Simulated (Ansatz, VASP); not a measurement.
Two plane-wave programs on CuI

```
Cu I
1.0
     0.00000    3.03900    3.03900
     3.03900    0.00000    3.03900
     3.03900    3.03900    0.00000
Cu I
1 1
Direct
  0.25000 0.25000 0.25000
  0.00000 0.00000 0.00000
```

Alike in both runs: functional PBE; k mesh 8 × 8 × 8; occupations gaussian, width 0.02 eV; no spin polarisation.

Ansatz relaxed the structure, and its values are those at the end. VASP's run is a single point on that final structure, the one shown.

|  | VASP | Ansatz |
| --- | --- | --- |
| version | VASP 6.6.1 | Ansatz 0.2.0 |
| potentials or method | VASP PAW PBE potentials, release 64 (Cu, I), cutoff 520 eV | scalar-relativistic, plane waves, PAW |
| valence electrons in the cell | 18 | 36 |

VASP gave:

```
gap on the k mesh at the Fermi level (eV) : 1.12
least direct gap on the mesh (eV)         : 1.12
pressure (GPa)                            : 0.0
```

Q: Estimate Ansatz's values.

A: gap on the k mesh at the Fermi level (eV): 1.10; least direct gap on the mesh (eV): 1.10; pressure (GPa): 0.0.

VASP's potentials hold 18 valence electrons a cell and Ansatz's 36, so a difference there can come from the potentials and not from the codes.

Spin-orbit coupling is off throughout.
